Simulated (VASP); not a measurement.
# SnO in VASP: a series of runs

The runs below take SnO through single point, with PBE, r2SCAN.

Everything below comes from runs of VASP 6.6.1. Logs are shortened: lines on timing, memory, paths and dates and some standing lists are left out, and cuts for length are marked.

## 1. The cell of the first run

Symmetry: R-3m, No. 166, trigonal system. The conventional cell has a = 4.389 Å, b = 4.389 Å, c = 5.421 Å, α = 90.00°, β = 90.00°, γ = 120.00°. Within 3.5 Å of Sn (site symmetry -3m) lie 8 O at 2.69 to 2.71 Å and 6 Sn at 3.11 Å. O (site symmetry -3m) has 8 Sn at 2.69 to 2.71 Å and 6 O at 3.11 Å within 3.5 Å.

## 2. Single point, PBE (strain along [111] +0.9%)

INCAR reads:

```
SYSTEM = SnO
ALGO = Normal
EDIFF = 1E-6
ENCUT = 600
GGA = PE
GGA_COMPAT = .False.
ISIF = 2
ISMEAR = -1
LASPH = .True.
LCHARG = .False.
LREAL = .False.
LWAVE = .False.
NBANDS = 17
NELM = 120
PREC = Accurate
SIGMA = 0.02
```

KPOINTS reads:

```
k-points
0
Gamma
  8 8 8
  0 0 0
```

POSCAR reads:

```
SnO
1.0
    3.1123032147      0.0088964328      0.0088964328
    0.0088964328      3.1123032147      0.0088964328
    0.0088964328      0.0088964328      3.1123032147
Sn O
1 1
Direct
    0.0000000000      0.0000000000      0.0000000000
    0.5000000000      0.5000000000      0.5000000000
```

Potentials or basis: VASP PAW PBE potentials, release 64 (Sn_d, O).

The run is started by

```bash
$ cat potpaw_PBE.64/Sn_d/POTCAR potpaw_PBE.64/O/POTCAR > POTCAR
$ mpirun -np 1 vasp_std > vasp.out
```

OUTCAR:

```text
SYSTEM = SnO
   EDIFF = 1E-6
   ENCUT = 600
   GGA = PE
   ISIF = 2
   ISMEAR = -1
   LASPH = .True.
   LREAL = .False.
   NELM = 120
   PREC = Accurate

 ion  position               nearest neighbor table
   1  0.000  0.000  0.000-   2 2.69   2 2.69   2 2.69   2 2.69   2 2.69   2 2.69   2 2.71   2 2.71

   2  0.500  0.500  0.500-   1 2.69   1 2.69   1 2.69   1 2.69   1 2.69   1 2.69   1 2.71   1 2.71

  LATTYP: Found a trigonal (rhomboedric) cell.
 ALAT       =     3.1123286448
 COS(alpha) =     0.0057250221

  Lattice vectors:

 A1 = (   3.1123032147,   0.0088964328,   0.0088964328)
 A2 = (   0.0088964328,   3.1123032147,   0.0088964328)
 A3 = (   0.0088964328,   0.0088964328,   3.1123032147)

Analysis of symmetry for initial positions (statically):
=====================================================================
 Subroutine PRICEL returns:
 Original cell was already a primitive cell.

 Routine SETGRP: Setting up the symmetry group for a
 trigonal (rhombohedral) supercell.

 Subroutine GETGRP returns: Found 12 space group operations
 (whereof 12 operations were pure point group operations)
 out of a pool of 12 trial point group operations.

The static configuration has the point symmetry D_3d.

Analysis of symmetry for dynamics (positions and initial velocities):
=====================================================================
 Subroutine PRICEL returns:
 Original cell was already a primitive cell.

 Routine SETGRP: Setting up the symmetry group for a
 trigonal (rhombohedral) supercell.

 Subroutine GETGRP returns: Found 12 space group operations
 (whereof 12 operations were pure point group operations)
 out of a pool of 12 trial point group operations.

The dynamic configuration has the point symmetry D_3d.

 Subroutine INISYM returns: Found 12 space group operations
 (whereof 12 operations are pure point group operations),
 and found     1 'primitive' translations

----------------------------------------------------------------------------------------

                                     Primitive cell

  volume of cell :      30.1464

  direct lattice vectors                    reciprocal lattice vectors
     3.112303215  0.008896433  0.008896433     0.321310691 -0.000915840 -0.000915840
     0.008896433  3.112303215  0.008896433    -0.000915840  0.321310691 -0.000915840
     0.008896433  0.008896433  3.112303215    -0.000915840 -0.000915840  0.321310691

  length of vectors
     3.112328645  3.112328645  3.112328645     0.321313301  0.321313301  0.321313301

  position of ions in fractional coordinates (direct lattice)
     0.000000000  0.000000000  0.000000000
     0.500000000  0.500000000  0.500000000

  ion indices of the primitive-cell ions
   primitive index   ion index
                 1           1
                 2           2

----------------------------------------------------------------------------------------

 KPOINTS: k-points

Automatic generation of k-mesh.
 Grid dimensions read from file:
 generate k-points for:    8    8    8

 Generating k-lattice:

  Cartesian coordinates                     Fractional coordinates (reciprocal lattice)
     0.040163836 -0.000114480 -0.000114480     0.125000000  0.000000000  0.000000000
    -0.000114480  0.040163836 -0.000114480     0.000000000  0.125000000  0.000000000
    -0.000114480 -0.000114480  0.040163836     0.000000000  0.000000000  0.125000000

  Length of vectors
     0.040164163  0.040164163  0.040164163

  Shift w.r.t. Gamma in fractional coordinates (k-lattice)
     0.000000000  0.000000000  0.000000000

 Subroutine IBZKPT returns following result:
 ===========================================

 Found     65 irreducible k-points:

 Following reciprocal coordinates:
            Coordinates               Weight
  0.000000  0.000000  0.000000      1.000000
  0.125000  0.000000  0.000000      6.000000
  0.250000  0.000000  0.000000      6.000000
  0.375000 -0.000000 -0.000000      6.000000
  0.500000  0.000000  0.000000      3.000000
  0.125000  0.125000  0.000000      6.000000
[... 43 lines left out ...]

 E-fermi :   8.3866     XC(G=0): -11.3638

 val. band max:        8.3690477295   @ k =   0.5000   0.1250  -0.0000
 cond. band min:       8.4467293691   @ k =   0.5000   0.1250  -0.0000
 fundamental gap:      0.0776816397
 Fermi energy:         8.3866012383

 k-point     1 :       0.0000    0.0000    0.0000
  band No.  band energies     occupation
      1     -13.4511      2.00000
      2     -13.4511      2.00000
      3     -13.0855      2.00000
      4     -13.0819      2.00000
      5     -13.0819      2.00000
      6      -9.7504      2.00000
[... 9 lines left out ...]
     16      27.3686      0.00000
     17      27.8748      0.00000

 k-point     2 :       0.1250    0.0000    0.0000
  band No.  band energies     occupation
      1     -13.4487      2.00000
      2     -13.4123      2.00000
      3     -13.0980      2.00000
      4     -13.0956      2.00000
      5     -13.0818      2.00000
      6      -9.6583      2.00000
[... 9 lines left out ...]
     16      25.9611      0.00000
     17      26.9495      0.00000

 k-point     3 :       0.2500    0.0000    0.0000
  band No.  band energies     occupation
      1     -13.4430      2.00000
      2     -13.3185      2.00000
      3     -13.1305      2.00000
      4     -13.1284      2.00000
      5     -13.0791      2.00000
      6      -9.4216      2.00000
[... 9 lines left out ...]
     16      23.4151      0.00000
     17      26.0967      0.00000

 k-point     4 :       0.3750   -0.0000   -0.0000
  band No.  band energies     occupation
      1     -13.4372      2.00000
      2     -13.2245      2.00000
      3     -13.1628      2.00000
      4     -13.1610      2.00000
      5     -13.0764      2.00000
      6      -9.1605      2.00000
[... 9 lines left out ...]
     16      23.5721      0.00000
     17      25.8790      0.00000
[... 343 lines left out ...]
      1     -13.3887      2.00000
      2     -13.3887      2.00000
      3     -13.1198      2.00000
      4     -13.1076      2.00000
      5     -13.1076      2.00000
      6      -9.4778      2.00000
[... 9 lines left out ...]
     16      24.4962      0.00000
     17      24.4962      0.00000

 k-point    23 :       0.2500    0.1250    0.1250
  band No.  band energies     occupation
      1     -13.3832      2.00000
      2     -13.2927      2.00000
      3     -13.1586      2.00000
      4     -13.1421      2.00000
      5     -13.1062      2.00000
      6      -9.2486      2.00000
[... 9 lines left out ...]
     16      23.2182      0.00000
     17      23.8840      0.00000

 k-point    24 :       0.3750    0.1250    0.1250
  band No.  band energies     occupation
      1     -13.3777      2.00000
      2     -13.1993      2.00000
      3     -13.1954      2.00000
      4     -13.1762      2.00000
      5     -13.1027      2.00000
      6      -8.9985      2.00000
[... 9 lines left out ...]
     16      22.8960      0.00000
     17      24.9335      0.00000

 [... further k-points ...]

------------------------ aborting loop because EDIFF is reached ----------------------------------------

  FORCE on cell =-STRESS in cart. coord.  units (eV):
  Direction    XX          YY          ZZ          XY          YZ          ZX
  --------------------------------------------------------------------------------------
  -------------------------------------------------------------------------------------
  Total        0.3682249      0.3682249      0.3682249      0.0140585      0.0140585      0.0140585
  in kB       19.5699002     19.5699002     19.5699002      0.7471617      0.7471617      0.7471617
  external PRESSURE =      19.5699002 kB  Pullay stress =       0.0000000 kB

 VOLUME and BASIS-vectors are now :
 -----------------------------------------------------------------------------
  energy-cutoff  :      600.00
  volume of cell :       30.15
      direct lattice vectors                 reciprocal lattice vectors
     3.112303215  0.008896433  0.008896433     0.321310691 -0.000915840 -0.000915840
     0.008896433  3.112303215  0.008896433    -0.000915840  0.321310691 -0.000915840
     0.008896433  0.008896433  3.112303215    -0.000915840 -0.000915840  0.321310691

 POSITION                                       TOTAL-FORCE (eV/Angst)
 -----------------------------------------------------------------------------------
      0.00000      0.00000      0.00000         0.000000     -0.000000      0.000000
      1.56505      1.56505      1.56505        -0.000000      0.000000      0.000000
 -----------------------------------------------------------------------------------
    total drift:                                0.000000      0.000000      0.000000

  FREE ENERGIE OF THE ION-ELECTRON SYSTEM (eV)
  ---------------------------------------------------
  free  energy   TOTEN  =        -9.8310757508 eV

  energy  without entropy=       -9.8303141492  energy(sigma->0) =       -9.83069495
```

Wall time 22 s (1 thread of AMD EPYC 9R45 (Zen 5), shared host); peak memory 0.15 GiB.

What came out:

```yaml
Free_energy: -9.8311 eV
Pressure: 2.0 GPa
Band_gap_on_the_k_mesh: zero (bands 10 and 11 overlap by 0.16 eV)
```

Stress tensor (GPa, compression positive):
```
1.96 0.07 0.07
0.07 1.96 0.07
0.07 0.07 1.96
```

Levels at points of the mesh, in eV from the Fermi level:
```tsv
k point	band 6	band 7	band 8	band 9	band 10	band 11	band 12	band 13	band 14	band 15
(0.00, 0.00, 0.00)	-18.14	-7.57	-2.63	-2.63	-2.58	7.93	7.97	7.97	8.02	8.02
(0.50, 0.00, 0.00)	-17.43	-8.99	-1.87	-1.85	-1.15	0.38	7.10	7.13	10.98	11.11
(0.50, 0.50, 0.00)	-16.83	-5.60	-5.57	-4.85	-1.73	3.35	3.41	8.58	9.91	14.94
(0.50, 0.50, 0.50)	-16.74	-3.43	-3.41	-3.41	-1.36	-0.18	-0.08	-0.08	12.23	12.38
```

Caveat: the cell differs from its parent crystal (strain along [111] +0.9%); semilocal functionals underestimate gaps, so a narrow gap can read as zero; spin-orbit coupling is left out, which moves the levels of the heavy elements.

## 3. Single point, PBE (epitaxial xy strain -1.0%)

INCAR reads:

```
ALGO = Normal
EDIFF = 1E-6
ENCUT = 600
GGA = PE
GGA_COMPAT = False
ISIF = 2
ISMEAR = -1
LASPH = True
LCHARG = False
LREAL = False
LWAVE = False
NBANDS = 17
NELM = 120
PREC = Accurate
SIGMA = 0.02
```

KPOINTS reads:

```
k-points
0
Gamma
  8 8 8
```

POSCAR reads:

```
SnO
1.0
    3.0714416921      0.0000000000      0.0000000000
    0.0000000000      3.0714416921      0.0000000000
    0.0000000000      0.0000000000      3.1289788538
Sn O
1 1
Direct
    0.0000000000      0.0000000000      0.0000000000
    0.5000000000      0.5000000000      0.5000000000
```

Potentials or basis: VASP PAW PBE potentials, release 64 (Sn_d, O).

The run is started by

```bash
$ cat potpaw_PBE.64/Sn_d/POTCAR potpaw_PBE.64/O/POTCAR > POTCAR
$ mpirun -np 1 vasp_std > vasp.out
```

Wall time 25 s (1 thread of AMD EPYC 9R45 (Zen 5), shared host); peak memory 0.16 GiB.

The run converged. Its results:

* Free energy: -9.8153 eV
* Pressure: 4.3 GPa
* Band gap on the k mesh: zero (bands 10 and 11 overlap by 0.25 eV)

Stress tensor (GPa, compression positive):
```
4.93 0.00 0.00
0.00 4.93 0.00
0.00 0.00 2.96
```

Levels at points of the mesh, in eV from the Fermi level:
| k point | band 6 | band 7 | band 8 | band 9 | band 10 | band 11 | band 12 | band 13 | band 14 | band 15 |
| --- | --- | --- | --- | --- | --- | --- | --- | --- | --- | --- |
| (0.00, 0.00, 0.00) | -18.31 | -7.59 | -2.85 | -2.64 | -2.64 | 7.85 | 7.92 | 8.15 | 8.27 | 8.27 |
| (0.50, 0.00, 0.00) | -17.55 | -9.06 | -2.02 | -1.89 | -1.24 | 0.42 | 6.92 | 7.50 | 10.92 | 11.20 |
| (0.50, 0.50, 0.00) | -16.90 | -5.71 | -5.71 | -4.65 | -1.88 | 3.34 | 3.34 | 8.47 | 9.89 | 14.83 |
| (0.00, 0.00, 0.50) | -17.59 | -9.27 | -1.91 | -1.91 | -1.03 | 0.42 | 7.28 | 7.28 | 11.06 | 11.24 |
| (0.50, 0.00, 0.50) | -16.93 | -5.80 | -5.75 | -4.93 | -1.77 | 3.35 | 3.60 | 8.75 | 10.27 | 15.21 |
| (0.50, 0.50, 0.50) | -16.83 | -3.54 | -3.54 | -3.51 | -1.21 | -0.24 | -0.24 | 0.02 | 12.23 | 12.60 |

Caveat: the cell differs from its parent crystal (epitaxial xy strain -1.0%); the cell stands under pressure; semilocal functionals underestimate gaps, so a narrow gap can read as zero; spin-orbit coupling is left out, which moves the levels of the heavy elements.

## 4. Single point, r2SCAN (strain along [111] +0.9%)

POSCAR reads:

```
SnO
1.0
    3.1123032147      0.0088964328      0.0088964328
    0.0088964328      3.1123032147      0.0088964328
    0.0088964328      0.0088964328      3.1123032147
Sn O
1 1
Direct
    0.0000000000      0.0000000000      0.0000000000
    0.5000000000      0.5000000000      0.5000000000
```

INCAR.step1 reads:

```
ALGO     = Normal         # electronic algorithm
EDIFF    = 1E-5           # SCF threshold, eV
ENCUT    = 660            # plane-wave cutoff, eV
GGA      = PE             # functional
GGA_COMPAT= F            
ISMEAR   = -1             # smearing method
LASPH    = T              # aspherical terms in the spheres
LCHARG   = F              # write CHGCAR
LREAL    = F              # projectors in reciprocal space
LWAVE    = T              # write WAVECAR
NBANDS   = 17             # bands
NELM     = 120            # most SCF steps
PREC     = Accurate       # precision mode
SIGMA    = 0.02           # smearing width, eV
```

INCAR.step2 reads:

```
ALGO     = Normal         # electronic algorithm
EDIFF    = 1E-6           # SCF threshold, eV
ENCUT    = 660            # plane-wave cutoff, eV
GGA_COMPAT= F            
ISIF     = 2              # what is computed and relaxed
ISMEAR   = -1             # smearing method
ISTART   = 1            
LASPH    = T              # aspherical terms in the spheres
LCHARG   = F              # write CHGCAR
LMIXTAU  = T            
LREAL    = F              # projectors in reciprocal space
LWAVE    = F              # write WAVECAR
METAGGA  = R2SCAN         # meta-GGA
NBANDS   = 17             # bands
NELM     = 120            # most SCF steps
PREC     = Accurate       # precision mode
SIGMA    = 0.02           # smearing width, eV
```

KPOINTS is that of step 3.

The run is started by

```bash
$ cat potpaw_PBE.64/Sn_d/POTCAR potpaw_PBE.64/O/POTCAR > POTCAR
$ cp INCAR.step1 INCAR
$ mpirun -np 1 vasp_std > vasp.out
$ cp INCAR.step2 INCAR
$ mpirun -np 1 vasp_std > vasp.out
```

It took 99 s on 1 thread of AMD EPYC 9R45 (Zen 5), shared host; peak memory 0.16 GiB.

The run converged. Its results:

* Free energy: -31.5893 eV
* Pressure: -0.8 GPa
* Band gap on the k mesh: zero (bands 10 and 11 overlap by 0.03 eV)

Stress tensor (GPa, compression positive):
```
-0.76  0.17  0.17
 0.17 -0.76  0.17
 0.17  0.17 -0.76
```

Levels at points of the mesh, in eV from the Fermi level:
| k point | band 8 | band 9 | band 10 | band 11 | band 12 | band 13 |
| --- | --- | --- | --- | --- | --- | --- |
| (0.00, 0.00, 0.00) | -2.85 | -2.85 | -2.79 | 8.36 | 8.46 | 8.46 |
| (0.50, 0.00, 0.00) | -2.07 | -2.05 | -1.02 | 0.37 | 7.45 | 7.48 |
| (0.50, 0.50, 0.00) | -5.79 | -4.92 | -1.93 | 3.55 | 3.61 | 9.21 |
| (0.50, 0.50, 0.50) | -3.63 | -3.63 | -1.33 | -0.07 | 0.04 | 0.04 |

Caveat: the cell differs from its parent crystal (strain along [111] +0.9%); semilocal functionals underestimate gaps, so a narrow gap can read as zero; the PAW data sets were made with another functional, which shifts forces and pressure a little; spin-orbit coupling is left out, which moves the levels of the heavy elements.

## 5. Single point, r2SCAN (epitaxial xy strain -1.0%)

POSCAR reads:

```
SnO
1.0
    3.0714416921      0.0000000000      0.0000000000
    0.0000000000      3.0714416921      0.0000000000
    0.0000000000      0.0000000000      3.1289788538
Sn O
1 1
Direct
    0.0000000000      0.0000000000      0.0000000000
    0.5000000000      0.5000000000      0.5000000000
```

INCAR.step1 reads:

```
SYSTEM = SnO
PREC = Accurate
ENCUT = 660
ISMEAR = -1
SIGMA = 0.02
LREAL = .False.
LASPH = .True.
NELM = 120
NBANDS = 17
GGA = PE
ALGO = Normal
EDIFF = 1E-5
LWAVE = .True.
LCHARG = .False.
GGA_COMPAT = .False.
```

INCAR.step2 reads:

```
SYSTEM = SnO
PREC = Accurate
ENCUT = 660
EDIFF = 1E-6
ISMEAR = -1
SIGMA = 0.02
LREAL = .False.
LASPH = .True.
NELM = 120
ALGO = Normal
ISIF = 2
LWAVE = .False.
LCHARG = .True.
METAGGA = R2SCAN
LMIXTAU = .True.
LELF = .True.
LVHAR = .True.
NBANDS = 17
ISTART = 1
GGA_COMPAT = .False.
```

KPOINTS reads:

```
Automatic mesh
0
Gamma
  8 8 8
  0 0 0
```

The run is started by

```bash
$ cat potpaw_PBE.64/Sn_d/POTCAR potpaw_PBE.64/O/POTCAR > POTCAR
$ cp INCAR.step1 INCAR
$ mpirun -np 1 vasp_std > vasp.out
$ cp INCAR.step2 INCAR
$ mpirun -np 1 vasp_std > vasp.out
```

Wall time 1.9 min (1 thread of AMD EPYC 9R45 (Zen 5), shared host); peak memory 0.17 GiB.

The run converged. Its results:

- Free energy: -31.5845 eV
- Pressure: 1.5 GPa
- Band gap on the k mesh: zero (bands 10 and 11 overlap by 0.17 eV)

Stress tensor (GPa, compression positive):
```
2.23 0.00 0.00
0.00 2.23 0.00
0.00 0.00 0.14
```

Levels at points of the mesh, in eV from the Fermi level:
| k point | band 7 | band 8 | band 9 | band 10 | band 11 | band 12 | band 13 | band 14 |
| --- | --- | --- | --- | --- | --- | --- | --- | --- |
| (0.00, 0.00, 0.00) | -7.81 | -3.10 | -2.89 | -2.89 | 8.33 | 8.34 | 8.62 | 8.70 |
| (0.50, 0.00, 0.00) | -9.34 | -2.25 | -2.12 | -1.14 | 0.38 | 7.24 | 7.84 | 11.63 |
| (0.50, 0.50, 0.00) | -5.95 | -5.95 | -4.72 | -2.11 | 3.50 | 3.50 | 9.08 | 10.25 |
| (0.00, 0.00, 0.50) | -9.56 | -2.14 | -2.14 | -0.89 | 0.38 | 7.62 | 7.62 | 11.68 |
| (0.50, 0.00, 0.50) | -6.04 | -5.98 | -5.03 | -2.00 | 3.52 | 3.81 | 9.37 | 10.66 |
| (0.50, 0.50, 0.50) | -3.79 | -3.79 | -3.75 | -1.19 | -0.17 | -0.17 | 0.14 | 13.06 |

Caveat: the cell differs from its parent crystal (epitaxial xy strain -1.0%); semilocal functionals underestimate gaps, so a narrow gap can read as zero; the PAW data sets were made with another functional, which shifts forces and pressure a little; spin-orbit coupling is left out, which moves the levels of the heavy elements.

## 6. The runs side by side

| level | cell | cutoff (eV) | gap on the mesh (eV) | pressure (GPa) |
| --- | --- | --- | --- | --- |
| PBE | a = 3.112 Å, angles 89.7°, 2 atoms | 600 | none | 2.0 |
| PBE | a = 3.071, b = 3.071, c = 3.129 Å, 2 atoms | 600 | none | 4.3 |
| r2SCAN | a = 3.112 Å, angles 89.7°, 2 atoms | 660 | none | -0.8 |
| r2SCAN | a = 3.071, b = 3.071, c = 3.129 Å, 2 atoms | 660 | none | 1.5 |

Alike in all rows: task single point; potentials or basis VASP PAW PBE potentials, release 64 (Sn_d, O); no spin polarisation; k mesh 8 × 8 × 8; smearing fermi-dirac 0.02 eV.

Caveats: semilocal functionals underestimate gaps, so a narrow gap can read as zero; spin-orbit coupling is left out, which moves the levels of the heavy elements; the PAW data sets were made with another functional, which shifts forces and pressure a little (at least some runs); the cell stands under pressure (at least some runs).

Total energies depend on the potentials used, so only differences within one code and one set of settings carry meaning.
